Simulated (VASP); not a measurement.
Wanted: the native input for a VASP 6.6.1 run.

| Property | Result |
| --- | --- |
| Task | single point |
| Functional | LDA |
| Potentials or basis | VASP PAW LDA potentials, release 64 (Os) |
| Cutoff | 520 eV |
| k mesh | 19 × 19 × 19 |
| Occupations | fermi-dirac, width 0.05 eV |
| Spin | no spin polarisation |
| Dipole correction | no |
| Further INCAR settings | ALGO = Normal; EDIFF = 1e-06; NBANDS = 10 |

The structure of Os lies in POSCAR:

```
Os
1.0
    2.5164109050      0.0000000000      0.0000000000
    0.0000000000      2.5164109050      0.0000000000
    0.0000000000      0.0000000000      2.5164109050
Os
1
Direct
    0.0000000000      0.0000000000      0.0000000000
```

This isn't the form of Os at room conditions, which is hcp.

One way to write it, as run:

INCAR

```
  ALGO = Normal
  EDIFF = 1E-6
  ENCUT = 520
  ISIF = 2
  ISMEAR = -1
  LASPH = True
  LCHARG = False
  LREAL = False
  LWAVE = False
  NBANDS = 10
  NELM = 100
  PREC = Accurate
  SIGMA = 0.05
```

KPOINTS

```
k-points
0
Gamma
  19 19 19
```

Potentials or basis: VASP PAW LDA potentials, release 64 (Os).

Launch:

```sh
$ cat potpaw_LDA.64/Os/POTCAR > POTCAR
$ mpirun -np 1 vasp_std > vasp.out
```

It gave:

```json
{
  "Pressure": "0.0 GPa",
  "Band gap on the k mesh": "zero (bands 4 and 5 overlap by 6.25 eV)"
}
```

Caveat: spin-orbit coupling is left out, which moves the levels of the heavy elements.

Run time: 36 s on 1 thread of Intel Xeon 8259CL, on a shared host, peak memory 0.15 GiB.
